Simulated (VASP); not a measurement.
# CdHg2Se3 (P3m1) in VASP: a series of runs

Runs on CdHg2Se3. Level: PBE. Tasks: single point.

All numbers are computed with VASP 6.6.1; they aren't measurements. Logs are shortened: lines on timing, memory, paths and dates and some standing lists are left out, and cuts for length are marked.

### 1 The cell of the first run

The structure is trigonal, space group P3m1 (No. 156). Conventional cell: a = 4.414 Å, b = 4.414 Å, c = 10.794 Å, α = 90.00°, β = 90.00°, γ = 120.00°. Within 3.5 Å of Cd (site symmetry 3m) lie 4 Se at 2.69 Å. Hg (site symmetry 3m) has 4 Se at 2.71 Å within 3.6 Å. Hg (site symmetry 3m) has 4 Se at 2.71 Å within 3.6 Å. Se (site symmetry 3m) has 1 Cd at 2.69 Å and 3 Hg at 2.71 Å within 3.5 Å. Within 3.6 Å of Se (site symmetry 3m) lie 4 Hg at 2.71 Å. Within 3.5 Å of Se (site symmetry 3m) lie 3 Cd at 2.69 Å and 1 Hg at 2.71 Å.

### 2 Single point, PBE

Contents of INCAR:

```
SYSTEM = CdHg2Se3
  PREC = Accurate
  ENCUT = 520
  EDIFF = 1E-7
  ISMEAR = 0
  SIGMA = 0.1
  LREAL = .FALSE.
  LASPH = .TRUE.
  NELM = 100
  ALGO = Normal
  ISIF = 2
  LWAVE = .FALSE.
  LCHARG = .FALSE.
  GGA = PE
  NBANDS = 36
```

Contents of KPOINTS:

```
Automatic mesh
0
G
  6 6 2
  0 0 0
```

Contents of POSCAR:

```
CdHg2Se3
1.0
    4.4141377000      0.0000000000      0.0000000000
   -2.2070689000      3.8227554000      0.0000000000
    0.0000000000      0.0000000000     10.7938969000
Cd Hg Se
1 2 3
Direct
    0.0000000000      0.0000000000      0.0009010000
    0.6666667000      0.3333333000      0.6675690000
    0.3333333000      0.6666667000      0.3322190000
    0.0000000000      0.0000000000      0.7516690000
    0.6666667000      0.3333333000      0.4168310000
    0.3333333000      0.6666667000      0.0808110000
```

Potentials or basis: VASP PAW PBE potentials, release 64 (Cd, Hg, Se).

The run is started by

```bash
$ cat potpaw_PBE.64/Cd/POTCAR potpaw_PBE.64/Hg/POTCAR potpaw_PBE.64/Se/POTCAR > POTCAR
$ mpirun -np 1 vasp_std > vasp.out
```

OUTCAR:

```text
SYSTEM = CdHg2Se3
   PREC = Accurate
   ENCUT = 520
   EDIFF = 1E-7
   ISMEAR = 0
   LREAL = .FALSE.
   LASPH = .TRUE.
   NELM = 100
   ISIF = 2
   GGA = PE

 ion  position               nearest neighbor table
   1  0.000  0.000  0.001-   4 2.69   6 2.69   6 2.69   6 2.69
   2  0.667  0.333  0.668-   4 2.71   4 2.71   4 2.71   5 2.71
   3  0.333  0.667  0.332-   5 2.71   5 2.71   5 2.71   6 2.71
   4  0.000  0.000  0.752-   1 2.69   2 2.71   2 2.71   2 2.71
   5  0.667  0.333  0.417-   2 2.71   3 2.71   3 2.71   3 2.71
   6  0.333  0.667  0.081-   1 2.69   1 2.69   1 2.69   3 2.71

  LATTYP: Found a hexagonal cell.
 ALAT       =     4.4141377000
 C/A-ratio  =     2.4453013552

  Lattice vectors:

 A1 = (   4.4141377000,   0.0000000000,   0.0000000000)
 A2 = (  -2.2070689000,   3.8227554000,   0.0000000000)
 A3 = (   0.0000000000,   0.0000000000,  10.7938969000)

Analysis of symmetry for initial positions (statically):
=====================================================================
 Subroutine PRICEL returns:
 Original cell was already a primitive cell.

 Routine SETGRP: Setting up the symmetry group for a
 hexagonal supercell.

 Subroutine GETGRP returns: Found  6 space group operations
 (whereof  6 operations were pure point group operations)
 out of a pool of 24 trial point group operations.

The static configuration has the point symmetry C_3v.

Analysis of symmetry for dynamics (positions and initial velocities):
=====================================================================
 Subroutine PRICEL returns:
 Original cell was already a primitive cell.

 Routine SETGRP: Setting up the symmetry group for a
 hexagonal supercell.

 Subroutine GETGRP returns: Found  6 space group operations
 (whereof  6 operations were pure point group operations)
 out of a pool of 24 trial point group operations.

The dynamic configuration has the point symmetry C_3v.

 Subroutine INISYM returns: Found  6 space group operations
 (whereof  6 operations are pure point group operations),
 and found     1 'primitive' translations

----------------------------------------------------------------------------------------

                                     Primitive cell

  volume of cell :     182.1380

  direct lattice vectors                    reciprocal lattice vectors
     4.414137700  0.000000000  0.000000000     0.226544813  0.130795711  0.000000000
[... 86 lines left out ...]
   NSW    =      0    number of steps for IOM
   IBRION =     -1    ionic relax: 0-MD 1-quasi-New 2-CG
   NFREE  =      0    steps in history (QN), initial steepest desc. (CG)
   ISIF   =      2    stress and relaxation
   ISYM   =      2    0-nonsym 1-usesym 2-fastsym
   POTIM  = 0.5000    time-step for ionic-motion
   TEBEG  =    0.0;   TEEND  =   0.0 temperature during run
   PSTRESS=    0.0 pullay stress
   NELECT =      54.0000    total number of electrons
   NUPDOWN=      -1.0000    fix difference up-down
   EMIN   =  10.00;   EMAX   =-10.00  energy-range for DOS
   EFERMI =   0.00;   METHOD = LEGACY
   ISMEAR =     0;   SIGMA  =   0.10  broadening in eV -4-tet -1-fermi 0-gaus
   EFERMI_NEDOS =   21; number of points for ismear=-14 and -15
   IALGO  =     38    algorithm
   IMIX   =      4    mixing-type and parameters
     AMIX     =   0.40;   BMIX     =  1.00
     AMIX_MAG =   1.60;   BMIX_MAG =  1.00
  volume/ion in A,a.u.               =      30.36       204.85
  Fermi-wavevector in a.u.,A,eV,Ry     =   1.091623  2.062868 16.213246  1.191640
  Thomas-Fermi vector in A             =   2.227872
   LORBIT       =      0    0 simple, 1 ext, 2 COOP (PROOUT), +10 PAW based schemes
   GGA     = PE    functional components
   LHFCALC =     F    Hartree Fock is set to
   AEXX    =    0.0000 exact exchange contribution
   IVDW    =     0    specifies the selected vdW correction
   LEPSILON=     F    determine dielectric tensor
   LRPA    =     F    only Hartree local field effects (RPA)
 non-spin polarized calculation
 Gauss-broadening in eV      SIGMA  =   0.10
  energy-cutoff  :      520.00
  volume of cell :      182.14
 maximum number of plane-waves:      4934
 NGX is ok and might be reduce to    36
   NGX = 17   NGY = 17   NGZ = 41

 number of electron      53.9999999 magnetization

 Free energy of the ion-electron system (eV)
  ---------------------------------------------------
  ext. energy  EPLUGINS =         0.00000000
  ---------------------------------------------------
  free energy    TOTEN  =       -13.65480738 eV

  energy without entropy =      -13.65254654  energy(sigma->0) =      -13.65367696

 E-fermi :   0.8743     XC(G=0):  -8.6435

 val. band max:        0.8506746222   @ k =   0.0000   0.0000   0.0000
 cond. band min:       1.6819531496   @ k =   0.0000   0.0000   0.5000
 fundamental gap:      0.8312785273
 Fermi energy:         0.8742813405

 k-point     1 :       0.0000    0.0000    0.0000
  band No.  band energies     occupation
      1     -11.9025      2.00000
      2     -11.6527      2.00000
      3     -11.5492      2.00000
      4      -7.1647      2.00000
      5      -7.1647      2.00000
      6      -7.0122      2.00000
[... 535 lines left out ...]
     35       6.9654      0.00000
     36       6.9973      0.00000

------------------------ aborting loop because EDIFF is reached ----------------------------------------

  FORCE on cell =-STRESS in cart. coord.  units (eV):
  Direction    XX          YY          ZZ          XY          YZ          ZX
  --------------------------------------------------------------------------------------
  -------------------------------------------------------------------------------------
  Total        0.2794834      0.2794834      0.2308123     -0.0000000      0.0000000     -0.0000000
  in kB        2.4584758      2.4584758      2.0303405     -0.0000000      0.0000000     -0.0000000
  external PRESSURE =       2.3157640 kB  Pullay stress =       0.0000000 kB

 VOLUME and BASIS-vectors are now :
 -----------------------------------------------------------------------------
  energy-cutoff  :      520.00
  volume of cell :      182.14
      direct lattice vectors                 reciprocal lattice vectors
     4.414137700  0.000000000  0.000000000     0.226544813  0.130795711  0.000000000
    -2.207068900  3.822755400  0.000000000     0.000000000  0.261591416  0.000000000
     0.000000000  0.000000000 10.793896900     0.000000000  0.000000000  0.092644946

 POSITION                                       TOTAL-FORCE (eV/Angst)
 -----------------------------------------------------------------------------------
      0.00000      0.00000      0.00973         0.000000      0.000000     -0.001015
      2.20707      1.27425      7.20567        -0.000000     -0.000000     -0.002846
     -0.00000      2.54850      3.58594         0.000000      0.000000     -0.005621
      0.00000      0.00000      8.11344         0.000000      0.000000      0.003203
      2.20707      1.27425      4.49923        -0.000000      0.000000      0.003842
     -0.00000      2.54850      0.87227         0.000000     -0.000000      0.002437
 -----------------------------------------------------------------------------------
    total drift:                                0.000001      0.000001      0.000574

  FREE ENERGIE OF THE ION-ELECTRON SYSTEM (eV)
  ---------------------------------------------------
  free  energy   TOTEN  =       -13.6548073792 eV

  energy  without entropy=      -13.6525465431  energy(sigma->0) =      -13.65367696
```

stdout:

```text
POSCAR found type information on POSCAR CdHgSe
 POSCAR found :  3 types and       6 ions
 scaLAPACK will be used
 LDA part: xc-table for (Slater+PW92), standard interpolation
 POSCAR, INCAR and KPOINTS ok, starting setup
 FFT: planning ... GRIDC
 FFT: planning ... GRID_SOFT
 FFT: planning ... GRID
 WAVECAR not read
 entering main loop
```

It took 3.9 min on 1 thread of Intel Xeon 8259CL, shared host; peak memory 0.33 GiB.

Results:

- Free energy: -13.6548 eV
- Pressure: 0.2 GPa
- Largest force: 0.006 eV/Å
- Band gap on the k mesh: zero (filled and empty bands touch)

Forces in eV/Å, atoms in the order of the input:
```
Cd   0.000  0.000 -0.001
Hg   0.000  0.000 -0.003
Hg   0.000  0.000 -0.006
Se   0.000  0.000  0.003
Se   0.000  0.000  0.004
Se   0.000  0.000  0.002
```

Caveat: semilocal functionals underestimate gaps, and a narrow one can read as zero; spin-orbit coupling is left out, which moves the levels of the heavy elements.

(Part 1 of 2 ends here.)

The gap in the log of VASP goes by the Fermi energy; the results here count the filled bands.